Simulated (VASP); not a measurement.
Sb, 2 atoms in the cell. It takes space group P6_3/mmc (No. 194, hexagonal). Conventional cell: a = 3.330 Å, b = 3.330 Å, c = 5.230 Å, α = 90.00°, β = 90.00°, γ = 120.00°. Within 4.3 Å of Sb (site symmetry -6m2) lie 12 Sb at 3.25 to 3.33 Å. 

| Quantity | Value |
| --- | --- |
| Program | VASP 6.6.1 |
| Task | single point |
| Functional | PBEsol |
| Potentials or basis | VASP PAW PBE potentials, release 64 (Sb) |
| Cutoff | 500 eV |
| k mesh | 11 × 11 × 7 |
| Occupations | methfessel-paxton, width 0.1 eV |
| Spin | no spin polarisation |
| Dipole correction | no |
| Further INCAR settings | ALGO = Normal; EDIFF = 1e-06; NBANDS = 12 |

Potentials or basis: VASP PAW PBE potentials, release 64 (Sb).

Command:

```console
$ cat potpaw_PBE.64/Sb/POTCAR > POTCAR
$ mpirun -np 1 vasp_std > vasp.out
```

Hardware: 1 thread of AMD EPYC 7R13, on a shared host.

Task: Estimate the wall time of this run.

Result: It took 32 s on 1 thread of AMD EPYC 7R13 (shared host), peak memory 0.14 GiB. Counts: scf iterations 9, k points 64.
